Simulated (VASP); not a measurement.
Here is a VASP 6.6.1 calculation.

The input INCAR:

```
  PREC = Accurate
  ENCUT = 500
  EDIFF = 1E-7
  ISMEAR = 0
  SIGMA = 0.01
  LREAL = False
  LASPH = True
  NELM = 120
  ALGO = Normal
  ISIF = 3
  LWAVE = False
  LCHARG = False
  GGA = PE
  IBRION = 2
  NSW = 80
  EDIFFG = -0.02
  PSTRESS = -20.0
  GGA_COMPAT = False
  NELMIN = 4
```

KPOINTS

```
Automatic mesh
0
Gamma
  8 8 8
```

File POSCAR:

```
BP
1.0
    0.0000000000      2.2690000000      2.2690000000
    2.2690000000      0.0000000000      2.2690000000
    2.2690000000      2.2690000000      0.0000000000
B P
1 1
Direct
    0.0000000000      0.0000000000      0.0000000000
    0.7500000000      0.7500000000      0.7500000000
```

Potentials or basis: VASP PAW PBE potentials, release 64 (B, P).

Run with:

```console
$ cat potpaw_PBE.64/B/POTCAR potpaw_PBE.64/P/POTCAR > POTCAR
$ mpirun -np 1 vasp_std > vasp.out
```

Problem. What does it give for the band gap on the k mesh?

Solution. 1.29 eV (least direct gap 3.37 eV).

Problem. What does it give for the relaxed volume?

Solution. 11.90 Å³/atom.

Problem. What does it give for the space group after relaxing (to 0.1 Å)?

Solution. F-43m (No. 216).

The path:
```csv
step,energy change (eV),largest force (eV/Å),pressure (GPa),volume (Å³)
1,0.0000,0.0000,0.92,23.36
2,0.0070,0.0000,-3.86,24.09
3,0.0015,0.0000,-1.99,23.79
```

Caveat: the cell is relaxed towards a set pressure, so the run minimises the enthalpy, not the energy. PBE usually gives volumes a little too large and moduli too small.
